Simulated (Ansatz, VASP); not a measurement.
# One calculation of Mn3Si, two programs

```
CELL_PARAMETERS angstrom
0.00000 2.86100 2.86100
2.86100 0.00000 2.86100
2.86100 2.86100 0.00000
ATOMIC_POSITIONS crystal
Mn 0.50000 0.50000 0.50000
Mn 0.25000 0.25000 0.25000
Mn 0.75000 0.75000 0.75000
Si 0.00000 0.00000 0.00000
```

Alike in both runs: task single point; functional LDA; k mesh 10 × 10 × 10; occupations fermi-dirac, width 0.05 eV; collinear spin.

|  | VASP | Ansatz |
| --- | --- | --- |
| version | VASP 6.6.1 | Ansatz 0.2.0 |
| potentials or method | VASP PAW LDA potentials, release 64 (Mn_pv, Si), cutoff 520 eV | all-electron LAPW, scalar-relativistic |

```tsv
	VASP	Ansatz	Ansatz less VASP
pressure (GPa)	-24.0	-23.4	+0.59
net moment per atom (μB)	0.27	0.26	-0.010
size of the moment on the site where the two differ most (μB)	2.29	2.43	+0.134
```

LDA's correlation is that of Perdew and Zunger in VASP and of Perdew and Wang (1992) in Ansatz. Site moments also hang on the region over which each program counts them. Ansatz ran all-electron here, and VASP with PAW potentials. Ansatz's warnings: seeded moment not kept.
